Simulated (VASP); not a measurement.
# B (Fm-3m) in VASP: notebook

Aim: see how the results for B move with the level of theory and the settings. Levels: r2SCAN, r2SCAN0. Tasks: single point.

All numbers are computed with VASP 6.6.1; they aren't measurements. Logs are shortened: lines on timing, memory, paths and dates and some standing lists are left out, and cuts for length are marked.

**1. The cell of the first run**

The structure is cubic, space group Fm-3m (No. 225). The conventional cell has a = 2.855 Å, b = 2.855 Å, c = 2.855 Å, α = 90.00°, β = 90.00°, γ = 90.00°. Within 2.7 Å of B (site symmetry m-3m) lie 12 B at 2.02 Å.

**2. Single point, r2SCAN**

POSCAR

```
B
1.0
    0.0000000000      1.4276959918      1.4276959918
    1.4276959918      0.0000000000      1.4276959918
    1.4276959918      1.4276959918      0.0000000000
B
1
Direct
    0.0000000000      0.0000000000      0.0000000000
```

INCAR.step1

```
PREC     = Accurate       # precision mode
ENCUT    = 520            # plane-wave cutoff, eV
ISMEAR   = -1             # smearing method
SIGMA    = 0.1            # smearing width, eV
LREAL    = F              # projectors in reciprocal space
LASPH    = T              # aspherical terms in the spheres
NELM     = 100            # most SCF steps
NBANDS   = 8              # bands
GGA      = PE             # functional
ALGO     = Normal         # electronic algorithm
EDIFF    = 1E-4           # SCF threshold, eV
LWAVE    = T              # write WAVECAR
LCHARG   = F              # write CHGCAR
```

INCAR.step2

```
PREC     = Accurate       # precision mode
ENCUT    = 520            # plane-wave cutoff, eV
EDIFF    = 1E-6           # SCF threshold, eV
ISMEAR   = -1             # smearing method
SIGMA    = 0.1            # smearing width, eV
LREAL    = F              # projectors in reciprocal space
LASPH    = T              # aspherical terms in the spheres
NELM     = 100            # most SCF steps
ALGO     = Normal         # electronic algorithm
ISIF     = 2              # what is computed and relaxed
LWAVE    = F              # write WAVECAR
LCHARG   = F              # write CHGCAR
METAGGA  = R2SCAN         # meta-GGA
LMIXTAU  = T            
NBANDS   = 8              # bands
ISTART   = 1
```

KPOINTS

```
Automatic mesh
0
Gamma
  10 10 10
```

Potentials or basis: VASP PAW PBE potentials, release 64 (B).

The run is started by

```bash
$ cat potpaw_PBE.64/B/POTCAR > POTCAR
$ cp INCAR.step1 INCAR
$ mpirun -np 1 vasp_std > vasp.out
$ cp INCAR.step2 INCAR
$ mpirun -np 1 vasp_std > vasp.out
```

OUTCAR:

```text
PREC = Accurate
   ENCUT = 520
   EDIFF = 1E-6
   ISMEAR = -1
   LREAL = F
   LASPH = T
   NELM = 100
   ISIF = 2
   METAGGA = R2SCAN
   ISTART = 1

 ion  position               nearest neighbor table
   1  0.000  0.000  0.000-

  LATTYP: Found a face centered cubic cell.
 ALAT       =     2.8553919836

  Lattice vectors:

 A1 = (   0.0000000000,   1.4276959918,   1.4276959918)
 A2 = (   1.4276959918,   0.0000000000,   1.4276959918)
 A3 = (   1.4276959918,   1.4276959918,   0.0000000000)

Analysis of symmetry for initial positions (statically):
=====================================================================
 Subroutine PRICEL returns:
 Original cell was already a primitive cell.

 Routine SETGRP: Setting up the symmetry group for a
 face centered cubic supercell.

 Subroutine GETGRP returns: Found 48 space group operations
 (whereof 48 operations were pure point group operations)
 out of a pool of 48 trial point group operations.

The static configuration has the point symmetry O_h .

Analysis of symmetry for dynamics (positions and initial velocities):
=====================================================================
 Subroutine PRICEL returns:
 Original cell was already a primitive cell.

 Routine SETGRP: Setting up the symmetry group for a
 face centered cubic supercell.

 Subroutine GETGRP returns: Found 48 space group operations
 (whereof 48 operations were pure point group operations)
 out of a pool of 48 trial point group operations.

The dynamic configuration has the point symmetry O_h .

 Subroutine INISYM returns: Found 48 space group operations
 (whereof 48 operations are pure point group operations),
 and found     1 'primitive' translations

----------------------------------------------------------------------------------------

                                     Primitive cell

  volume of cell :       5.8202

  direct lattice vectors                    reciprocal lattice vectors
     0.000000000  1.427695992  1.427695992    -0.350214614  0.350214614  0.350214614
     1.427695992  0.000000000  1.427695992     0.350214614 -0.350214614  0.350214614
     1.427695992  1.427695992  0.000000000     0.350214614  0.350214614 -0.350214614

  length of vectors
     2.019067035  2.019067035  2.019067035     0.606589504  0.606589504  0.606589504

  position of ions in fractional coordinates (direct lattice)
     0.000000000  0.000000000  0.000000000

  ion indices of the primitive-cell ions
   primitive index   ion index
                 1           1

----------------------------------------------------------------------------------------

 KPOINTS: Automatic mesh

Automatic generation of k-mesh.
 Grid dimensions read from file:
 generate k-points for:   10   10   10

 Generating k-lattice:

  Cartesian coordinates                     Fractional coordinates (reciprocal lattice)
    -0.035021461  0.035021461  0.035021461     0.100000000  0.000000000  0.000000000
     0.035021461 -0.035021461  0.035021461     0.000000000  0.100000000  0.000000000
     0.035021461  0.035021461 -0.035021461     0.000000000  0.000000000  0.100000000

  Length of vectors
     0.060658950  0.060658950  0.060658950

  Shift w.r.t. Gamma in fractional coordinates (k-lattice)
     0.000000000  0.000000000  0.000000000

 Subroutine IBZKPT returns following result:
 ===========================================

 Found     47 irreducible k-points:

 Following reciprocal coordinates:
            Coordinates               Weight
  0.000000  0.000000  0.000000      1.000000
  0.100000  0.000000  0.000000      8.000000
  0.200000  0.000000  0.000000      8.000000
  0.300000  0.000000  0.000000      8.000000
  0.400000  0.000000  0.000000      8.000000
  0.500000  0.000000  0.000000      4.000000
[... 16 lines left out ...]
  0.300000  0.300000  0.000000      6.000000
  0.400000  0.300000  0.000000     24.000000
 [... further k-points ...]
   k-points           NKPTS =     47   k-points in BZ     NKDIM =     47   number of bands    NBANDS=      8
   number of dos      NEDOS =    301   number of ions     NIONS =      1
   total plane-waves  NPLWV =   4096
   dimension x,y,z NGX =    16 NGY =   16 NGZ =   16
   dimension x,y,z NGXF=    32 NGYF=   32 NGZF=   32
   ions per type =               1
   NGX,Y,Z   is equivalent  to a cutoff of  13.17, 13.17, 13.17 a.u.
   NGXF,Y,Z  is equivalent  to a cutoff of  26.35, 26.35, 26.35 a.u.
 SYSTEM =  unknown system
   PREC   = accura    normal or accurate (medium, high low for compatibility)
   ISTART =      1    job   : 0-new  1-cont  2-samecut
   ICHARG =      0    charge: 1-file 2-atom 10-const
   ISPIN  =      1    spin polarized calculation?
   LNONCOLLINEAR =      F non collinear calculations
   LSORBIT =      F    spin-orbit coupling
   LASPH  =      T    aspherical Exc in radial PAW
   ENCUT  =  520.0 eV  38.22 Ry    6.18 a.u.   3.75  3.75  3.75*2*pi/ulx,y,z
   NELM   =    100;   NELMIN=  2; NELMDL=  0     # of ELM steps
   EDIFF  = 0.1E-05   stopping-criterion for ELM
   LREAL  =      F    real-space projection
   EDIFFG = 0.1E-04   stopping-criterion for IOM
   NSW    =      0    number of steps for IOM
   IBRION =     -1    ionic relax: 0-MD 1-quasi-New 2-CG
   NFREE  =      0    steps in history (QN), initial steepest desc. (CG)
   ISIF   =      2    stress and relaxation
   ISYM   =      2    0-nonsym 1-usesym 2-fastsym
   POTIM  = 0.5000    time-step for ionic-motion
   TEBEG  =    0.0;   TEEND  =   0.0 temperature during run
   PSTRESS=    0.0 pullay stress
   NELECT =       3.0000    total number of electrons
   NUPDOWN=      -1.0000    fix difference up-down
   EMIN   =  10.00;   EMAX   =-10.00  energy-range for DOS
   EFERMI =   0.00;   METHOD = LEGACY
   ISMEAR =    -1;   SIGMA  =   0.10  broadening in eV -4-tet -1-fermi 0-gaus
   EFERMI_NEDOS =   21; number of points for ismear=-14 and -15
   IALGO  =     38    algorithm
   IMIX   =      4    mixing-type and parameters
     AMIX     =   0.40;   BMIX     =  1.00
     AMIX_MAG =   1.60;   BMIX_MAG =  1.00
  volume/ion in A,a.u.               =       5.82        39.28
  Fermi-wavevector in a.u.,A,eV,Ry     =   1.312611  2.480476 23.442141  1.722949
  Thomas-Fermi vector in A             =   2.442992
   LORBIT       =      0    0 simple, 1 ext, 2 COOP (PROOUT), +10 PAW based schemes
   METAGGA = R2SCAN    functional components
   LHFCALC =     F    Hartree Fock is set to
   AEXX    =    0.0000 exact exchange contribution
   IVDW    =     0    specifies the selected vdW correction
   LEPSILON=     F    determine dielectric tensor
   LRPA    =     F    only Hartree local field effects (RPA)
 non-spin polarized calculation
  energy-cutoff  :      520.00
  volume of cell :        5.82
 maximum number of plane-waves:       169
   NGX =  7   NGY =  7   NGZ =  7

 number of electron       3.0000000 magnetization

 Free energy of the ion-electron system (eV)
  ---------------------------------------------------
  ext. energy  EPLUGINS =         0.00000000
  ---------------------------------------------------
  free energy    TOTEN  =        -5.87166503 eV

  energy without entropy =       -5.86452963  energy(sigma->0) =       -5.86809733

 E-fermi :  10.7548     XC(G=0): -14.1660

 val. band max:       10.6235346017   @ k =  -0.4000   0.5000   0.1000
 cond. band min:      10.9084171916   @ k =  -0.3000   0.2000   0.0000
 fundamental gap:      0.2848825899
 Fermi energy:        10.7547909275

 k-point     1 :       0.0000    0.0000    0.0000
  band No.  band energies     occupation
      1      -9.7974      2.00000
      2      28.4673      0.00000
      3      28.4673      0.00000
      4      28.4673      0.00000
      5      44.9695      0.00000
      6      44.9695      0.00000
      7      44.9695      0.00000
      8      48.9952      0.00000

 k-point     2 :       0.1000    0.0000    0.0000
  band No.  band energies     occupation
      1      -9.3271      2.00000
      2      26.0740      0.00000
      3      27.9891      0.00000
      4      27.9891      0.00000
      5      42.3394      0.00000
      6      45.9698      0.00000
      7      45.9698      0.00000
      8      53.9516      0.00000

 k-point     3 :       0.2000    0.0000    0.0000
  band No.  band energies     occupation
      1      -7.9187      2.00000
      2      20.3899      0.00000
      3      26.9761      0.00000
      4      26.9761      0.00000
      5      42.0279      0.00000
      6      46.6369      0.00000
      7      46.6369      0.00000
      8      50.3504      0.00000

 k-point     4 :       0.3000    0.0000    0.0000
  band No.  band energies     occupation
      1      -5.5901      2.00000
      2      13.9989      0.00000
      3      26.0332      0.00000
      4      26.0332      0.00000
      5      43.5626      0.00000
      6      44.3348      0.00000
      7      44.3348      0.00000
      8      47.3546      0.00000

 k-point     5 :       0.4000    0.0000    0.0000
  band No.  band energies     occupation
      1      -2.4535      2.00000
      2       8.1900      2.00000
      3      25.4369      0.00000
      4      25.4369      0.00000
      5      42.2514      0.00000
      6      42.2514      0.00000
      7      44.7526      0.00000
      8      46.4316      0.00000
[... 177 lines left out ...]
 k-point    22 :      -0.2000    0.2000    0.0000
  band No.  band energies     occupation
      1      -4.7927      2.00000
      2      15.9169      0.00000
      3      19.1580      0.00000
      4      26.5258      0.00000
      5      39.7416      0.00000
      6      43.8372      0.00000
      7      47.0066      0.00000
      8      51.1501      0.00000

 k-point    23 :       0.3000    0.3000    0.0000
  band No.  band energies     occupation
      1      -4.1883      2.00000
      2      20.1648      0.00000
      3      20.1648      0.00000
      4      21.8192      0.00000
      5      30.5317      0.00000
      6      33.7945      0.00000
      7      59.0538      0.00000
      8      59.0538      0.00000

 k-point    24 :       0.4000    0.3000    0.0000
  band No.  band energies     occupation
      1      -1.9044      2.00000
      2      16.4135      0.00000
      3      18.5853      0.00000
      4      19.3553      0.00000
      5      31.0889      0.00000
      6      34.3383      0.00000
      7      58.9603      0.00000
      8      61.0613      0.00000

 [... further k-points ...]
[... 5 lines left out ...]
  --------------------------------------------------------------------------------------
  -------------------------------------------------------------------------------------
  Total       -0.0319636     -0.0319636     -0.0319636      0.0000000     -0.0000000      0.0000000
  in kB       -8.7989166     -8.7989166     -8.7989166      0.0000000     -0.0000000      0.0000000
  external PRESSURE =      -8.7989166 kB  Pullay stress =       0.0000000 kB

 VOLUME and BASIS-vectors are now :
 -----------------------------------------------------------------------------
  energy-cutoff  :      520.00
  volume of cell :        5.82
      direct lattice vectors                 reciprocal lattice vectors
     0.000000000  1.427695992  1.427695992    -0.350214614  0.350214614  0.350214614
     1.427695992  0.000000000  1.427695992     0.350214614 -0.350214614  0.350214614
     1.427695992  1.427695992  0.000000000     0.350214614  0.350214614 -0.350214614

 POSITION                                       TOTAL-FORCE (eV/Angst)
 -----------------------------------------------------------------------------------
      0.00000      0.00000      0.00000        -0.000000      0.000000      0.000000
 -----------------------------------------------------------------------------------
    total drift:                                0.000000     -0.000000      0.000000

  FREE ENERGIE OF THE ION-ELECTRON SYSTEM (eV)
  ---------------------------------------------------
  free  energy   TOTEN  =        -5.8716650269 eV

  energy  without entropy=       -5.8645296332  energy(sigma->0) =       -5.86809733
```

Wall time 6.1 s (1 thread of Intel Xeon Platinum 8259CL at 2.50GHz (Skylake/Cascade Lake), shared host); peak memory 0.11 GiB.

Results:

* Free energy: -5.8717 eV
* Pressure: -0.9 GPa

Caveat: the k points lie up to 0.38 Å⁻¹ apart; the PAW data sets were made with another functional, which shifts forces and pressure a little.

**3. Single point, r2SCAN0**

POSCAR is that of step 2.

INCAR.step1

```
SYSTEM = B
ALGO = Normal
EDIFF = 1E-5
ENCUT = 520
GGA = PE
ISIF = 2
ISMEAR = -1
LASPH = .TRUE.
LREAL = .FALSE.
LWAVE = .TRUE.
NBANDS = 8
NELM = 60
PREC = Accurate
SIGMA = 0.1
```

INCAR.step2

```
SYSTEM = B
AEXX = 0.25
ALGO = Normal
EDIFF = 1E-7
ENCUT = 520
ISIF = 2
ISMEAR = -1
ISTART = 1
LASPH = .TRUE.
LCHARG = .TRUE.
LELF = .TRUE.
LHFCALC = .TRUE.
LMIXTAU = .TRUE.
LREAL = .FALSE.
LVHAR = .TRUE.
LWAVE = .FALSE.
METAGGA = R2SCAN
NBANDS = 8
NELM = 60
PREC = Accurate
PRECFOCK = Normal
SIGMA = 0.1
```

KPOINTS

```
k-points
0
G
  10 10 10
  0 0 0
```

Potentials or basis: VASP PAW PBE potentials, release 64 (B).

The run is started by

```bash
$ cat potpaw_PBE.64/B/POTCAR > POTCAR
$ cp INCAR.step1 INCAR
$ mpirun -np 1 vasp_std > vasp.out
$ cp INCAR.step2 INCAR
$ mpirun -np 1 vasp_std > vasp.out
```

OUTCAR:

```text
SYSTEM = B
   AEXX = 0.25
   EDIFF = 1E-7
   ENCUT = 520
   ISIF = 2
   ISMEAR = -1
   ISTART = 1
   LASPH = .TRUE.
   LHFCALC = .TRUE.
   LREAL = .FALSE.
   METAGGA = R2SCAN
   NELM = 60
   PREC = Accurate
   PRECFOCK = Normal

 ion  position               nearest neighbor table
   1  0.000  0.000  0.000-

  LATTYP: Found a face centered cubic cell.
 ALAT       =     2.8553919836

  Lattice vectors:

[... 199 lines left out ...]
      8      50.1202      0.00000
[... 243 lines left out ...]
 k-point    24 :       0.4000    0.3000    0.0000
  band No.  band energies     occupation
      1      -3.5377      2.00000
      2      17.3858      0.00000
      3      19.6843      0.00000
      4      20.5826      0.00000
      5      32.2592      0.00000
      6      35.5370      0.00000
      7      60.2147      0.00000
      8      62.3086      0.00000

 [... further k-points ...]
[... 5 lines left out ...]
  --------------------------------------------------------------------------------------
  -------------------------------------------------------------------------------------
  Total       -0.1258644     -0.1258644     -0.1258644      0.0000000      0.0000000     -0.0000000
  in kB      -34.6478504    -34.6478504    -34.6478504      0.0000000      0.0000000     -0.0000000
  external PRESSURE =     -34.6478504 kB  Pullay stress =       0.0000000 kB

 VOLUME and BASIS-vectors are now :
 -----------------------------------------------------------------------------
  energy-cutoff  :      520.00
  volume of cell :        5.82
      direct lattice vectors                 reciprocal lattice vectors
     0.000000000  1.427695992  1.427695992    -0.350214614  0.350214614  0.350214614
     1.427695992  0.000000000  1.427695992     0.350214614 -0.350214614  0.350214614
     1.427695992  1.427695992  0.000000000     0.350214614  0.350214614 -0.350214614

 POSITION                                       TOTAL-FORCE (eV/Angst)
 -----------------------------------------------------------------------------------
      0.00000      0.00000      0.00000         0.000000     -0.000000     -0.000000
 -----------------------------------------------------------------------------------
    total drift:                               -0.000000     -0.000000     -0.000000

  FREE ENERGIE OF THE ION-ELECTRON SYSTEM (eV)
  ---------------------------------------------------
  free  energy   TOTEN  =        -6.6823745096 eV

  energy  without entropy=       -6.6789513631  energy(sigma->0) =       -6.68066294
```

OSZICAR.step1:

```text
N       E                     dE             d eps       ncg     rms          rms(c)
DAV:   1    -0.343816527198E+01   -0.34382E+01   -0.13052E+03   856   0.281E+02
DAV:   2    -0.534799438082E+01   -0.19098E+01   -0.18734E+01   976   0.339E+01
DAV:   3    -0.535008043667E+01   -0.20861E-02   -0.20859E-02   816   0.117E+00
DAV:   4    -0.535008050518E+01   -0.68510E-07   -0.70369E-07  1040   0.655E-03
DAV:   5    -0.535008050668E+01   -0.14971E-08   -0.29034E-11   840   0.245E-05    0.176E+00
DAV:   6    -0.534353831550E+01    0.65422E-02   -0.29057E-04   848   0.114E-01    0.106E+00
DAV:   7    -0.534011078033E+01    0.34275E-02   -0.49737E-04   792   0.178E-01    0.376E-02
DAV:   8    -0.534010902082E+01    0.17595E-05   -0.13070E-06   512   0.115E-02
   1 F= -.53401090E+01 E0= -.53358850E+01  d E =-.844805E-02
```

Wall time 5.7 min (1 thread of Intel Xeon Platinum 8259CL at 2.50GHz (Skylake/Cascade Lake), shared host); peak memory 0.12 GiB.

Results:

| Item | Value |
| --- | --- |
| Free energy | -6.6824 eV |
| Pressure | -3.5 GPa |

Levels at points of the mesh, in eV from the Fermi level:
```tsv
k point	band 1	band 2	band 3	band 4	band 5
(0.00, 0.00, 0.00)	-22.99	19.02	19.02	19.02	35.32
(0.50, 0.00, 0.00)	-12.26	-7.40	15.73	15.73	31.79
(0.50, 0.50, 0.00)	-8.97	-0.61	7.75	7.75	17.54
```

Caveat: the k points lie up to 0.38 Å⁻¹ apart; the PAW data sets were made with another functional, which shifts forces and pressure a little.
